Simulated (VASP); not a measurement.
Input of a VASP 6.6.1 run:

INCAR

```
PREC = Accurate ; ENCUT = 520
EDIFF = 1E-6 ; ISMEAR = -1
SIGMA = 0.02 ; LREAL = Auto
LASPH = T ; NELM = 60
ALGO = Normal ; ISIF = 2
LWAVE = F ; LCHARG = F
GGA = PE ; IVDW = 12
NBANDS = 48
```

Contents of KPOINTS:

```
Automatic mesh
0
Gamma
  2 2 2
```

POSCAR

```
Si
1.0
    0.0000000000      5.4300000000      5.4300000000
    5.4300000000      0.0000000000      5.4300000000
    5.4300000000      5.4300000000      0.0000000000
Si
17
Direct
   -0.0031787612      0.0021864529     -0.0029029211
    0.1230316642      0.1297781087      0.1234438676
   -0.0031433578      0.0022338537      0.5035403498
    0.1260469195      0.1240174050      0.6248090857
   -0.0003903989      0.4984115857      0.0008021863
    0.1223656558      0.6220000519      0.1230348368
   -0.0036109486      0.4963065433      0.5034538852
    0.1223710149      0.6220563559      0.6322091695
    0.5030334188      0.0025029949     -0.0028828044
    0.6244803848      0.1242315517      0.1260902481
    0.4999237491     -0.0000137541      0.4999827973
    0.6245388474      0.1243064530      0.6249465913
    0.5026228735      0.4966045099     -0.0030259247
    0.6309960949      0.6224158235      0.1231263022
    0.5026166606      0.4966862525      0.5033929335
    0.6241375147      0.6261304149      0.6246927765
    0.2495631684      0.7483101966      0.2508356204
```

Potentials or basis: VASP PAW PBE potentials, release 64 (Si).

The run is started by

```console
$ cat potpaw_PBE.64/Si/POTCAR > POTCAR
$ mpirun -np 1 vasp_std > vasp.out
```

**Question.** Estimate the pressure.

**Answer.** 2.4 GPa.

**Question.** What does it give for the dispersion energy per atom?

**Answer.** -0.332 eV.

Forces in eV/Å, atoms in the order of the input:
```
Si   0.003  0.018 -0.001
Si   0.009 -0.011  0.008
Si  -0.020 -0.002 -0.004
Si  -0.010  0.014  0.017
Si   0.000 -0.001 -0.002
Si   0.002  0.000 -0.003
Si   0.000  0.004  0.022
Si  -0.003 -0.003 -0.003
Si  -0.002  0.000 -0.032
Si   0.021  0.018 -0.004
Si  -0.001  0.000 -0.003
Si  -0.017 -0.021 -0.006
Si   0.016  0.007 -0.001
Si  -0.005  0.002  0.001
Si  -0.006 -0.015 -0.004
Si   0.012 -0.010  0.013
Si   0.001  0.000  0.002
```

Caveat: the k points lie up to 0.50 Å⁻¹ apart.
